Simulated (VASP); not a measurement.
# Cu in VASP: further runs

Cu is run at these levels: PBE; tasks: single point, relaxation of cell and atoms.

Everything below comes from runs of VASP 6.6.1. Logs are shortened: lines on timing, memory, paths and dates and some standing lists are left out, and cuts for length are marked.

### Step 1. The cell of the first run

Symmetry: R-3m, No. 166, trigonal system. Conventional cell: a = 2.590 Å, b = 2.590 Å, c = 6.190 Å, α = 90.00°, β = 90.00°, γ = 120.00°. Cu (site symmetry -3m) has 12 Cu at 2.55 to 2.59 Å within 3.4 Å.

### Step 2. Single point, PBE

INCAR reads:

```
SYSTEM = Cu
  ALGO = Fast
  EDIFF = 1E-6
  ENCUT = 520
  GGA = PE
  ISIF = 2
  ISMEAR = 0
  LASPH = .TRUE.
  LCHARG = .FALSE.
  LREAL = .FALSE.
  LWAVE = .FALSE.
  NBANDS = 18
  NELM = 60
  PREC = Accurate
  SIGMA = 0.1
```

KPOINTS reads:

```
k-points
0
G
  6 6 6
  0 0 0
```

POSCAR reads:

```
Cu
1.0
    1.2948823094      0.7476006499      4.1264200333
   -1.2948823094      0.7476006499      4.1264200333
    0.0000000000     -1.4952012998      4.1264200333
Cu
2
Direct
    0.2500025115      0.2500025115      0.2500025115
    0.7499974885      0.7499974885      0.7499974885
```

Potentials or basis: VASP PAW PBE potentials, release 64 (Cu).

Command:

```
cat potpaw_PBE.64/Cu/POTCAR > POTCAR
mpirun -np 1 vasp_std > vasp.out
```

OUTCAR:

```text
SYSTEM = Cu
   EDIFF = 1E-6
   ENCUT = 520
   GGA = PE
   ISIF = 2
   ISMEAR = 0
   LASPH = .TRUE.
   LREAL = .FALSE.
   NELM = 60
   PREC = Accurate

 ion  position               nearest neighbor table
   1  0.250  0.250  0.250-   2 2.55   2 2.55   2 2.55   2 2.55   2 2.55   2 2.55
   2  0.750  0.750  0.750-   1 2.55   1 2.55   1 2.55   1 2.55   1 2.55   1 2.55

  LATTYP: Found a trigonal (rhomboedric) cell.
 ALAT       =     4.3889599244
 COS(alpha) =     0.8259125915

  Lattice vectors:

 A1 = (   1.2948823094,   0.7476006499,   4.1264200333)
 A2 = (  -1.2948823094,   0.7476006499,   4.1264200333)
 A3 = (   0.0000000000,  -1.4952012998,   4.1264200333)

Analysis of symmetry for initial positions (statically):
=====================================================================
 Subroutine PRICEL returns:
 Original cell was already a primitive cell.

 Routine SETGRP: Setting up the symmetry group for a
 trigonal (rhombohedral) supercell.

 Subroutine GETGRP returns: Found 12 space group operations
 (whereof 12 operations were pure point group operations)
 out of a pool of 12 trial point group operations.

The static configuration has the point symmetry D_3d.

Analysis of symmetry for dynamics (positions and initial velocities):
=====================================================================
 Subroutine PRICEL returns:
 Original cell was already a primitive cell.

 Routine SETGRP: Setting up the symmetry group for a
 trigonal (rhombohedral) supercell.

 Subroutine GETGRP returns: Found 12 space group operations
 (whereof 12 operations were pure point group operations)
 out of a pool of 12 trial point group operations.

The dynamic configuration has the point symmetry D_3d.

 Subroutine INISYM returns: Found 12 space group operations
 (whereof 12 operations are pure point group operations),
 and found     1 'primitive' translations

----------------------------------------------------------------------------------------

                                     Primitive cell

  volume of cell :      23.9676

  direct lattice vectors                    reciprocal lattice vectors
     1.294882309  0.747600650  4.126420033     0.386135478  0.222935422  0.080780272
    -1.294882309  0.747600650  4.126420033    -0.386135478  0.222935422  0.080780272
     0.000000000 -1.495201300  4.126420033     0.000000000 -0.445870845  0.080780272

  length of vectors
     4.388959924  4.388959924  4.388959924     0.453129410  0.453129410  0.453129410

  position of ions in fractional coordinates (direct lattice)
     0.250002511  0.250002511  0.250002511
     0.749997489  0.749997489  0.749997489

  ion indices of the primitive-cell ions
   primitive index   ion index
                 1           1
                 2           2

----------------------------------------------------------------------------------------

 KPOINTS: k-points

Automatic generation of k-mesh.
 Grid dimensions read from file:
 generate k-points for:    6    6    6

 Generating k-lattice:

  Cartesian coordinates                     Fractional coordinates (reciprocal lattice)
     0.064355913  0.037155904  0.013463379     0.166666667  0.000000000  0.000000000
    -0.064355913  0.037155904  0.013463379     0.000000000  0.166666667  0.000000000
     0.000000000 -0.074311807  0.013463379     0.000000000  0.000000000  0.166666667

  Length of vectors
     0.075521568  0.075521568  0.075521568

  Shift w.r.t. Gamma in fractional coordinates (k-lattice)
     0.000000000  0.000000000  0.000000000

 Subroutine IBZKPT returns following result:
 ===========================================

 Found     32 irreducible k-points:

 Following reciprocal coordinates:
            Coordinates               Weight
  0.000000  0.000000  0.000000      1.000000
  0.166667  0.000000 -0.000000      6.000000
  0.333333  0.000000 -0.000000      6.000000
  0.500000  0.000000 -0.000000      3.000000
  0.166667  0.166667 -0.000000      6.000000
  0.333333  0.166667 -0.000000     12.000000
[... 16 lines left out ...]
  0.500000  0.500000  0.166667      6.000000
 -0.333333  0.500000  0.166667     12.000000
 [... further k-points ...]
   k-points           NKPTS =     32   k-points in BZ     NKDIM =     32   number of bands    NBANDS=     18
   number of dos      NEDOS =    301   number of ions     NIONS =      2
   total plane-waves  NPLWV =  46656
   dimension x,y,z NGX =    36 NGY =   36 NGZ =   36
   dimension x,y,z NGXF=    72 NGYF=   72 NGZF=   72
   ions per type =               2
   NGX,Y,Z   is equivalent  to a cutoff of  13.64, 13.64, 13.64 a.u.
   NGXF,Y,Z  is equivalent  to a cutoff of  27.27, 27.27, 27.27 a.u.
 SYSTEM =  Cu
   PREC   = accura    normal or accurate (medium, high low for compatibility)
   ISTART =      0    job   : 0-new  1-cont  2-samecut
   ICHARG =      2    charge: 1-file 2-atom 10-const
   ISPIN  =      1    spin polarized calculation?
   LNONCOLLINEAR =      F non collinear calculations
   LSORBIT =      F    spin-orbit coupling
   LASPH  =      T    aspherical Exc in radial PAW
   ENCUT  =  520.0 eV  38.22 Ry    6.18 a.u.   8.16  8.16  8.16*2*pi/ulx,y,z
   NELM   =     60;   NELMIN=  2; NELMDL= -5     # of ELM steps
   EDIFF  = 0.1E-05   stopping-criterion for ELM
   LREAL  =      F    real-space projection
   EDIFFG = 0.1E-04   stopping-criterion for IOM
   NSW    =      0    number of steps for IOM
   IBRION =     -1    ionic relax: 0-MD 1-quasi-New 2-CG
   NFREE  =      0    steps in history (QN), initial steepest desc. (CG)
   ISIF   =      2    stress and relaxation
   ISYM   =      2    0-nonsym 1-usesym 2-fastsym
   POTIM  = 0.5000    time-step for ionic-motion
   TEBEG  =    0.0;   TEEND  =   0.0 temperature during run
   PSTRESS=    0.0 pullay stress
   NELECT =      22.0000    total number of electrons
   NUPDOWN=      -1.0000    fix difference up-down
   EMIN   =  10.00;   EMAX   =-10.00  energy-range for DOS
   EFERMI =   0.00;   METHOD = LEGACY
   ISMEAR =     0;   SIGMA  =   0.10  broadening in eV -4-tet -1-fermi 0-gaus
   EFERMI_NEDOS =   21; number of points for ismear=-14 and -15
   IALGO  =     68    algorithm
   IMIX   =      4    mixing-type and parameters
     AMIX     =   0.40;   BMIX     =  1.00
     AMIX_MAG =   1.60;   BMIX_MAG =  1.00
  volume/ion in A,a.u.               =      11.98        80.87
  Fermi-wavevector in a.u.,A,eV,Ry     =   1.591015  3.006582 34.440802  2.531328
  Thomas-Fermi vector in A             =   2.689620
   LORBIT       =      0    0 simple, 1 ext, 2 COOP (PROOUT), +10 PAW based schemes
   GGA     = PE    functional components
   LHFCALC =     F    Hartree Fock is set to
   AEXX    =    0.0000 exact exchange contribution
   IVDW    =     0    specifies the selected vdW correction
   LEPSILON=     F    determine dielectric tensor
   LRPA    =     F    only Hartree local field effects (RPA)
 non-spin polarized calculation
 RMM-DIIS sequential band-by-band and
 Gauss-broadening in eV      SIGMA  =   0.10
  energy-cutoff  :      520.00
  volume of cell :       23.97
 maximum number of plane-waves:       660
 NGX is ok and might be reduce to    36

 number of electron      22.0000003 magnetization

 Free energy of the ion-electron system (eV)
  ---------------------------------------------------
  ext. energy  EPLUGINS =         0.00000000
  ---------------------------------------------------
  free energy    TOTEN  =        -7.39589390 eV

  energy without entropy =       -7.39158210  energy(sigma->0) =       -7.39373800

 E-fermi :   7.2776     XC(G=0): -12.6432

 val. band max:        7.2447087778   @ k =   0.5000   0.1667  -0.0000
 cond. band min:       7.3751994174   @ k =   0.5000   0.3333   0.1667
 fundamental gap:      0.1304906395
 Fermi energy:         7.2775919689

 k-point     1 :       0.0000    0.0000    0.0000
  band No.  band energies     occupation
      1      -1.8355      2.00000
      2       2.4484      2.00000
      3       4.3655      2.00000
      4       4.3655      2.00000
      5       4.3670      2.00000
      6       4.3670      2.00000
[... 10 lines left out ...]
     17      29.7968      0.00000
     18      31.9750      0.00000

 k-point     2 :       0.1667    0.0000   -0.0000
  band No.  band energies     occupation
      1      -0.9482      2.00000
      2       2.8994      2.00000
      3       4.0666      2.00000
      4       4.1714      2.00000
      5       4.5236      2.00000
      6       4.6294      2.00000
[... 10 lines left out ...]
     17      27.6244      0.00000
     18      28.3761      0.00000

 k-point     3 :       0.3333    0.0000   -0.0000
  band No.  band energies     occupation
      1       1.3661      2.00000
      2       3.4499      2.00000
      3       3.5980      2.00000
      4       3.8015      2.00000
      5       4.2703      2.00000
      6       4.4812      2.00000
[... 10 lines left out ...]
     17      24.8250      0.00000
     18      26.1918      0.00000

 k-point     4 :       0.5000    0.0000   -0.0000
  band No.  band energies     occupation
      1       3.0644      2.00000
      2       3.0645      2.00000
      3       3.5971      2.00000
      4       3.5973      2.00000
      5       4.4124      2.00000
      6       4.4124      2.00000
[... 375 lines left out ...]
      4       4.1480      2.00000
      5       4.2516      2.00000
      6       4.6098      2.00000
[... 10 lines left out ...]
     17      21.4156      0.00000
     18      28.2088      0.00000

 k-point    23 :       0.5000    0.5000    0.1667
  band No.  band energies     occupation
      1       1.9873      2.00000
      2       2.5877      2.00000
      3       3.2745      2.00000
      4       4.4062      2.00000
      5       4.4505      2.00000
      6       4.4855      2.00000
[... 10 lines left out ...]
     17      25.7074      0.00000
     18      26.0580      0.00000

 k-point    24 :      -0.3333    0.5000    0.1667
  band No.  band energies     occupation
      1       2.8010      2.00000
      2       2.8723      2.00000
      3       3.2931      2.00000
      4       4.0025      2.00000
      5       4.4728      2.00000
      6       4.7349      2.00000
[... 10 lines left out ...]
     17      22.9781      0.00000
     18      25.6669      0.00000

 [... further k-points ...]

------------------------ aborting loop because EDIFF is reached ----------------------------------------

  FORCE on cell =-STRESS in cart. coord.  units (eV):
  Direction    XX          YY          ZZ          XY          YZ          ZX
  --------------------------------------------------------------------------------------
  -------------------------------------------------------------------------------------
  Total        0.1977654      0.1977654      0.1913461     -0.0000000      0.0000000      0.0000000
  in kB       13.2201431     13.2201431     12.7910293     -0.0000000      0.0000000      0.0000000
  external PRESSURE =      13.0771052 kB  Pullay stress =       0.0000000 kB

 VOLUME and BASIS-vectors are now :
 -----------------------------------------------------------------------------
  energy-cutoff  :      520.00
  volume of cell :       23.97
      direct lattice vectors                 reciprocal lattice vectors
     1.294882309  0.747600650  4.126420033     0.386135478  0.222935422  0.080780272
    -1.294882309  0.747600650  4.126420033    -0.386135478  0.222935422  0.080780272
     0.000000000 -1.495201300  4.126420033     0.000000000 -0.445870845  0.080780272

 POSITION                                       TOTAL-FORCE (eV/Angst)
 -----------------------------------------------------------------------------------
      0.00000      0.00000      3.09485         0.000000     -0.000000     -0.000478
      0.00000      0.00000      9.28441         0.000000      0.000000      0.000478
 -----------------------------------------------------------------------------------
    total drift:                                0.000000      0.000000      0.000000

  FREE ENERGIE OF THE ION-ELECTRON SYSTEM (eV)
  ---------------------------------------------------
  free  energy   TOTEN  =        -7.3958939044 eV

  energy  without entropy=       -7.3915821049  energy(sigma->0) =       -7.39373800
```

Wall time 35 s (1 thread of Intel Xeon 6975P-C, shared host); peak memory 0.2 GiB.

Results:

```yaml
Free_energy: -7.3959 eV
Pressure: 1.3 GPa
Band_gap_on_the_k_mesh: zero (band 11 reaches 10.58 eV, above the bottom of band 12 at 5.26 eV)
```

Caveat: the k points lie up to 0.47 Å⁻¹ apart.

### Step 3. Single point, PBE

This run uses another cell than the first one: it holds 1 atom, not 2.

INCAR reads:

```
SYSTEM = Cu
  PREC = Accurate
  ENCUT = 520
  EDIFF = 1E-6
  ISMEAR = 0
  SIGMA = 0.1
  LREAL = .FALSE.
  LASPH = .TRUE.
  NELM = 100
  ALGO = Fast
  ISIF = 2
  LWAVE = .FALSE.
  LCHARG = .FALSE.
  GGA = PE
  NBANDS = 12
```

KPOINTS reads:

```
regular mesh
0
G
  26 26 26
  0 0 0
```

POSCAR reads:

```
Cu
1.0
    0.0000000000      1.8149163862      1.8149163862
    1.8149163862      0.0000000000      1.8149163862
    1.8149163862      1.8149163862      0.0000000000
Cu
1
Direct
    0.5000000000      0.5000000000      0.5000000000
```

Potentials or basis: VASP PAW PBE potentials, release 64 (Cu).

Command:

```
cat potpaw_PBE.64/Cu/POTCAR > POTCAR
mpirun -np 1 vasp_std > vasp.out
```

OUTCAR:

```text
SYSTEM = Cu
   PREC = Accurate
   ENCUT = 520
   EDIFF = 1E-6
   ISMEAR = 0
   LREAL = .FALSE.
   LASPH = .TRUE.
   NELM = 100
   ISIF = 2
   GGA = PE

 ion  position               nearest neighbor table
   1  0.500  0.500  0.500-

  LATTYP: Found a face centered cubic cell.
 ALAT       =     3.6298327724

  Lattice vectors:

 A1 = (   0.0000000000,   1.8149163862,   1.8149163862)
 A2 = (   1.8149163862,   0.0000000000,   1.8149163862)
 A3 = (   1.8149163862,   1.8149163862,   0.0000000000)

Analysis of symmetry for initial positions (statically):
=====================================================================
 Subroutine PRICEL returns:
 Original cell was already a primitive cell.

 Routine SETGRP: Setting up the symmetry group for a
 face centered cubic supercell.

 Subroutine GETGRP returns: Found 48 space group operations
 (whereof 48 operations were pure point group operations)
 out of a pool of 48 trial point group operations.

The static configuration has the point symmetry O_h .

Analysis of symmetry for dynamics (positions and initial velocities):
=====================================================================
 Subroutine PRICEL returns:
 Original cell was already a primitive cell.

 Routine SETGRP: Setting up the symmetry group for a
 face centered cubic supercell.

 Subroutine GETGRP returns: Found 48 space group operations
 (whereof 48 operations were pure point group operations)
 out of a pool of 48 trial point group operations.

The dynamic configuration has the point symmetry O_h .

 Subroutine INISYM returns: Found 48 space group operations
 (whereof 48 operations are pure point group operations),
 and found     1 'primitive' translations

----------------------------------------------------------------------------------------

                                     Primitive cell

  volume of cell :      11.9564

  direct lattice vectors                    reciprocal lattice vectors
     0.000000000  1.814916386  1.814916386    -0.275494785  0.275494785  0.275494785
[... 112 lines left out ...]
   IVDW    =     0    specifies the selected vdW correction
   LEPSILON=     F    determine dielectric tensor
   LRPA    =     F    only Hartree local field effects (RPA)
 non-spin polarized calculation
 RMM-DIIS sequential band-by-band and
 Gauss-broadening in eV      SIGMA  =   0.10
  energy-cutoff  :      520.00
  volume of cell :       11.96
 maximum number of plane-waves:       332
   NGX =  9   NGY =  9   NGZ =  9

 number of electron      10.9999997 magnetization

 Free energy of the ion-electron system (eV)
  ---------------------------------------------------
  ext. energy  EPLUGINS =         0.00000000
  ---------------------------------------------------
  free energy    TOTEN  =        -3.72915934 eV

  energy without entropy =       -3.72783244  energy(sigma->0) =       -3.72849589

 E-fermi :   7.4541     XC(G=0): -12.6546

 val. band max:        7.4521251628   @ k =  -0.4231   0.1154   0.0385
 cond. band min:       7.4542431807   @ k =   0.4615   0.3846   0.0385
 fundamental gap:      0.0021180179
 Fermi energy:         7.4540992287

 k-point     1 :       0.0000    0.0000    0.0000
  band No.  band energies     occupation
      1      -1.8238      2.00000
      2       4.4449      2.00000
      3       4.4449      2.00000
      4       4.4449      2.00000
      5       5.2513      2.00000
      6       5.2513      2.00000
      7      29.9299      0.00000
      8      32.4790      0.00000
      9      32.4790      0.00000
     10      32.4790      0.00000
     11      34.9615      0.00000
     12      34.9615      0.00000
[... 331 lines left out ...]
 k-point    24 :       0.3846    0.0385    0.0000
  band No.  band energies     occupation
      1       1.9883      2.00000
      2       4.4647      2.00000
      3       4.5040      2.00000
      4       4.7328      2.00000
      5       5.6883      2.00000
      6       5.7039      2.00000
      7      14.4153      0.00000
      8      28.4238      0.00000
      9      28.4669      0.00000
     10      29.9886      0.00000
     11      33.0898      0.00000
     12      34.3066      0.00000

 [... further k-points ...]

------------------------ aborting loop because EDIFF is reached ----------------------------------------

  FORCE on cell =-STRESS in cart. coord.  units (eV):
  Direction    XX          YY          ZZ          XY          YZ          ZX
  --------------------------------------------------------------------------------------
  -------------------------------------------------------------------------------------
  Total        0.0409524      0.0409524      0.0409524     -0.0000000      0.0000000     -0.0000000
  in kB        5.4877002      5.4877002      5.4877002     -0.0000000      0.0000000     -0.0000000
  external PRESSURE =       5.4877002 kB  Pullay stress =       0.0000000 kB

 VOLUME and BASIS-vectors are now :
 -----------------------------------------------------------------------------
  energy-cutoff  :      520.00
  volume of cell :       11.96
      direct lattice vectors                 reciprocal lattice vectors
     0.000000000  1.814916386  1.814916386    -0.275494785  0.275494785  0.275494785
     1.814916386  0.000000000  1.814916386     0.275494785 -0.275494785  0.275494785
     1.814916386  1.814916386  0.000000000     0.275494785  0.275494785 -0.275494785

 POSITION                                       TOTAL-FORCE (eV/Angst)
 -----------------------------------------------------------------------------------
      1.81492      1.81492      1.81492         0.000000      0.000000      0.000000
 -----------------------------------------------------------------------------------
    total drift:                                0.000000      0.000000      0.000000

  FREE ENERGIE OF THE ION-ELECTRON SYSTEM (eV)
  ---------------------------------------------------
  free  energy   TOTEN  =        -3.7291593383 eV

  energy  without entropy=       -3.7278324427  energy(sigma->0) =       -3.72849589
```

OSZICAR:

```text
N       E                     dE             d eps       ncg     rms          rms(c)
DAV:   1     0.427499991200E+02    0.42750E+02   -0.52572E+03 13060   0.152E+03
DAV:   2    -0.340387239527E+01   -0.46154E+02   -0.42700E+02 12628   0.204E+02
DAV:   3    -0.461957852565E+01   -0.12157E+01   -0.12087E+01 14356   0.381E+01
DAV:   4    -0.462683557950E+01   -0.72571E-02   -0.72561E-02 13936   0.262E+00
DAV:   5    -0.462690325934E+01   -0.67680E-04   -0.67680E-04 14676   0.258E-01    0.766E+00
RMM:   6    -0.408822359982E+01    0.53868E+00   -0.32111E+00 15323   0.333E+01    0.443E+00
RMM:   7    -0.374206035377E+01    0.34616E+00   -0.48293E-01 15256   0.125E+01    0.971E-01
RMM:   8    -0.373027022965E+01    0.11790E-01   -0.11361E-02 15715   0.115E+00    0.257E-01
RMM:   9    -0.372910613955E+01    0.11641E-02   -0.25370E-03 16119   0.917E-01    0.272E-02
RMM:  10    -0.372914971883E+01   -0.43579E-04   -0.43889E-04 16337   0.277E-01    0.135E-02
RMM:  11    -0.372915804902E+01   -0.83302E-05   -0.65599E-05 17074   0.886E-02    0.943E-03
RMM:  12    -0.372915926942E+01   -0.12204E-05   -0.91499E-06 15695   0.350E-02    0.332E-03
RMM:  13    -0.372915933828E+01   -0.68860E-07   -0.16005E-06 11036   0.137E-02
   1 F= -.37291593E+01 E0= -.37284959E+01  d E =-.132690E-02
```

Wall time 56 s (1 thread of Intel Xeon 6975P-C, shared host); peak memory 0.18 GiB.

Results:

| Item | Value |
| --- | --- |
| Free energy | -3.7292 eV |
| Pressure | 0.5 GPa |

(Part 1 of 2 ends here.)
